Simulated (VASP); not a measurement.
Write the native input for VASP 6.6.1 that does the following.

```
Task                   : single point
Functional             : PBE
Potentials or basis    : VASP PAW PBE potentials, release 64 (Si, C)
Cutoff                 : 520 eV
k mesh                 : 6 × 6 × 6
Occupations            : gaussian, width 0.1 eV
Spin                   : no spin polarisation
Dipole correction      : no
Further INCAR settings : ALGO = Normal; EDIFF = 1e-06; NBANDS = 18
```

The structure of SiC4 lies in POSCAR:

```
SiC4
1.0
   -3.3553450656      3.3553450656      1.2458118520
    3.3553450656     -3.3553450656      1.2458118520
    3.3553450656      3.3553450656     -1.2458118520
Si C
1 4
Direct
    0.0000000000      0.0000000000      0.0000000000
    0.7193331404      0.7193487847      0.4386819252
    0.7193487847      0.2806668596      0.0000156443
    0.2806512153      0.7193331404      0.9999843557
    0.2806668596      0.2806512153      0.5613180748
```

These files were run (other wordings do the same):

INCAR

```
PREC = Accurate
ENCUT = 520
EDIFF = 1E-6
ISMEAR = 0
SIGMA = 0.1
LREAL = False
LASPH = True
NELM = 100
ALGO = Normal
ISIF = 2
LWAVE = False
LCHARG = True
GGA = PE
LELF = True
LVHAR = True
NBANDS = 18
```

KPOINTS

```
Automatic mesh
0
Gamma
  6 6 6
```

Potentials or basis: VASP PAW PBE potentials, release 64 (Si, C).

Launch:

```bash
$ cat potpaw_PBE.64/Si/POTCAR potpaw_PBE.64/C/POTCAR > POTCAR
$ mpirun -np 1 vasp_std > vasp.out
```

It gave:

```
Pressure               : 0.3 GPa
Largest force          : 0.010 eV/Å
Band gap on the k mesh : zero (band 10 reaches 7.95 eV, above the bottom of band 11 at 4.28 eV)
```

Caveat: the k points lie up to 0.45 Å⁻¹ apart.

Run time: 24 s on 1 thread of Intel(R) Xeon(R) Platinum 8559C (Emerald Rapids), with other jobs on the host, peak memory 0.2 GiB.
